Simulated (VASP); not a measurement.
A run of VASP 6.6.1:

Contents of INCAR:

```
  ALGO = Normal
  EDIFF = 1E-6
  EDIFFG = -0.01
  ENCUT = 600
  GGA = PE
  IBRION = 2
  ISIF = 3
  ISMEAR = 0
  LASPH = True
  LCHARG = False
  LREAL = False
  LWAVE = False
  NELM = 100
  NSW = 100
  PREC = Accurate
  SIGMA = 0.1
```

File KPOINTS:

```
k-points
0
Gamma
  16 16 16
```

The input POSCAR:

```
ZnSe
1.0
    3.3465257134      0.0000000000      0.0000000000
    0.0000000000      3.3465257134      0.0000000000
    0.0000000000      0.0000000000      3.3465257134
Zn Se
1 1
Direct
    0.5000000000      0.5000000000      0.5000000000
    0.0000000000      0.0000000000      0.0000000000
```

Potentials or basis: VASP PAW PBE potentials, release 64 (Zn, Se).

Run with:

```sh
$ cat potpaw_PBE.64/Zn/POTCAR potpaw_PBE.64/Se/POTCAR > POTCAR
$ mpirun -np 1 vasp_std > vasp.out
```

Hardware: 1 thread of Intel Xeon 6975P-C (shared host).

Task: Estimate the wall time of this run.

Result: Run time: 110 s on 1 thread of Intel Xeon 6975P-C, on a shared host, peak memory 0.25 GiB. Counts: scf iterations 23, k points 165, ion steps 3.
